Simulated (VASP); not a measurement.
Write the native input for VASP 6.6.1 that does the following.

* Task: single point
* Functional: r2SCAN
* Potentials or basis: VASP PAW PBE potentials, release 64 (Ti_sv, O)
* Cutoff: 520 eV
* k mesh: 3 × 3 × 4
* Occupations: fermi-dirac, width 0.03 eV
* Spin: collinear spin
* Starting moments: [1.0, -1.0, 0.0, 0.0, 0.0, 0.0] μB
* Dipole correction: no
* Further INCAR settings: ALGO = Normal; EDIFF = 1e-06; NBANDS = 37

TiO2:

```xyz
6
Lattice="4.5941 0.0000 0.0000 0.0000 4.5941 0.0000 0.0000 0.0000 2.9589" Properties=species:S:1:pos:R:3 pbc="T T T"
Ti    0.0000    0.0000    0.0000
Ti    2.2971    2.2971    1.4794
O     1.4044    1.4044    0.0000
O     0.8926    3.7015    1.4794
O     3.1897    3.1897    0.0000
O     3.7015    0.8926    1.4794
```

These files were run (other wordings do the same):

POSCAR

```
TiO2
1.0
    4.5941000000      0.0000000000      0.0000000000
    0.0000000000      4.5941000000      0.0000000000
    0.0000000000      0.0000000000      2.9589000000
Ti O
2 4
Direct
    0.0000000000      0.0000000000      0.0000000000
    0.5000000000      0.5000000000      0.5000000000
    0.3057000000      0.3057000000      0.0000000000
    0.1943000000      0.8057000000      0.5000000000
    0.6943000000      0.6943000000      0.0000000000
    0.8057000000      0.1943000000      0.5000000000
```

INCAR.step1

```
SYSTEM = TiO2
  PREC = Accurate
  ENCUT = 520
  ISMEAR = -1
  SIGMA = 0.03
  LREAL = .FALSE.
  LASPH = .TRUE.
  NELM = 150
  ISPIN = 2
  MAGMOM = 1 -1 0 0 0 0
  LMAXMIX = 4
  NBANDS = 37
  GGA = PE
  ALGO = Normal
  EDIFF = 1E-4
  LWAVE = .TRUE.
  LCHARG = .FALSE.
```

INCAR.step2

```
SYSTEM = TiO2
  PREC = Accurate
  ENCUT = 520
  EDIFF = 1E-6
  ISMEAR = -1
  SIGMA = 0.03
  LREAL = .FALSE.
  LASPH = .TRUE.
  NELM = 150
  ALGO = Normal
  ISIF = 2
  LWAVE = .FALSE.
  LCHARG = .TRUE.
  ISPIN = 2
  MAGMOM = 1 -1 0 0 0 0
  LORBIT = 11
  LMAXMIX = 4
  METAGGA = R2SCAN
  LMIXTAU = .TRUE.
  LELF = .TRUE.
  LVHAR = .TRUE.
  NBANDS = 37
  ISTART = 1
```

KPOINTS

```
regular mesh
0
G
  3 3 4
  0 0 0
```

Potentials or basis: VASP PAW PBE potentials, release 64 (Ti_sv, O).

Launch:

```sh
$ cat potpaw_PBE.64/Ti_sv/POTCAR potpaw_PBE.64/O/POTCAR > POTCAR
$ cp INCAR.step1 INCAR
$ mpirun -np 1 vasp_std > vasp.out
$ cp INCAR.step2 INCAR
$ mpirun -np 1 vasp_std > vasp.out
```

It gave:

```
Pressure                                              : 1.4 GPa
Largest force                                         : 0.186 eV/Å
Band gap on the k mesh                                : 2.26 eV
Net moment                                            : 0.00 μB per cell
Valence electrons inside the program's atomic spheres : Ti 10.17; O 5.11
```

Caveat: the k points lie up to 0.53 Å⁻¹ apart; the PAW data sets were made with another functional, which shifts forces and pressure a little.

It took 7.5 min on 1 thread of AMD EPYC 7R13, with other jobs on the host, peak memory 0.19 GiB.
